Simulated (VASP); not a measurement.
Runs of VASP 6.6.1 on ZnS. The structure is that of space group F-43m (No. 216), or close to it. The cells are those of the table. 

| task | level | cell | k mesh | cutoff (eV) | grid for exact exchange (PRECFOCK) | share of exact exchange | screening parameter | gap on the mesh (eV) | pressure (GPa) |
| --- | --- | --- | --- | --- | --- | --- | --- | --- | --- |
| single point | PBEsol | a = 3.718 Å, angles 60.0°, 2 atoms | 10 × 10 × 10 | 520 | - | - | - | 2.34 | 5.2 |
| single point | PBE0 | a = 3.787 Å, angles 60.0°, 2 atoms | 6 × 6 × 6 | 520 | Normal | 0.25 | - | 4.14 | (a) |
| relaxation of cell and atoms | PBEsol | relaxed to 5 GPa from a = 3.788 Å, angles 60.0°, 2 atoms | 10 × 10 × 10 | 600 | - | - | - | 2.33 | 5.0 |
| single point | HSE06 | a = 3.787 Å, angles 60.0°, 2 atoms | 6 × 6 × 6 | 520 | Normal | 0.25 | 0.2079 1/Å | (b) | 3.2 |

Alike in all rows: potentials or basis VASP PAW PBE potentials, release 64 (Zn, S); no spin polarisation; smearing gaussian 0.01 eV.

Fill in the values left out.

(a) 2.9; (b) 3.46.

Caveats: the PAW data sets were made with another functional, which shifts forces and pressure a little; the cell stands under pressure (at least some runs); the cell is relaxed towards a set pressure, so the run minimises the enthalpy, not the energy (at least some runs).

